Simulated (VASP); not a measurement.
Wanted: the native input for a VASP 6.6.1 run.

* Task: single point
* Functional: PBEsol
* Potentials or basis: VASP PAW PBE potentials, release 64 (Mn_pv, O)
* Cutoff: 520 eV
* k mesh: 11 × 11 × 11
* Occupations: fermi-dirac, width 0.05 eV
* Spin: collinear spin, ferromagnetic start
* Starting moments: [4.0, 0.0, 0.0] μB
* Hubbard terms: Mn d U = 8.0 eV
* Dipole correction: no
* Further INCAR settings: ALGO = Normal; EDIFF = 1e-07; NBANDS = 24

The structure of MnO2 lies in POSCAR:

```
MnO2
1.0
    1.5018543751      0.8670960277      4.4962745895
   -1.5018543751      0.8670960277      4.4962745895
    0.0000000000     -1.7341920555      4.4962745895
Mn O
1 2
Direct
    0.0000000000      0.0000000000      0.0000000000
    0.7367084723      0.7367084723      0.7367084723
    0.2632915277      0.2632915277      0.2632915277
```

The input as run:

INCAR

```
PREC = Accurate ; ENCUT = 520
EDIFF = 1E-7 ; ISMEAR = -1
SIGMA = 0.05 ; LREAL = False
LASPH = True ; NELM = 150
ALGO = Normal ; ISIF = 2
LWAVE = False ; LCHARG = False
ISPIN = 2 ; MAGMOM = 4 0 0
LORBIT = 11 ; LMAXMIX = 4
LDAU = True ; LDAUTYPE = 2
LDAUL = 2 -1 ; LDAUU = 8 0
LDAUJ = 0 0 ; LDAUPRINT = 1
GGA = PS ; NBANDS = 24
```

KPOINTS

```
Automatic mesh
0
Gamma
  11 11 11
```

Potentials or basis: VASP PAW PBE potentials, release 64 (Mn_pv, O).

The run is started by

```console
$ cat potpaw_PBE.64/Mn_pv/POTCAR potpaw_PBE.64/O/POTCAR > POTCAR
$ mpirun -np 1 vasp_std > vasp.out
```

It gave:

```
Pressure                                              : -2.2 GPa
Largest force                                         : 0.087 eV/Å
Band gap on the k mesh                                : 0.25 eV, indirect (least direct gap 0.54 eV)
Net moment                                            : 3.00 μB per cell
Site moments                                          : Mn +3.88; O -0.41 μB
Valence electrons inside the program's atomic spheres : Mn 11.50; O 4.94
```

Caveat: the PAW data sets were made with another functional, which shifts forces and pressure a little; a cell with one magnetic atom can't hold antiferromagnetic order, which such compounds often take.

Run time: 17 min on 1 thread of Oxide Virtual Turin-like Processor (shared host), peak memory 0.33 GiB.
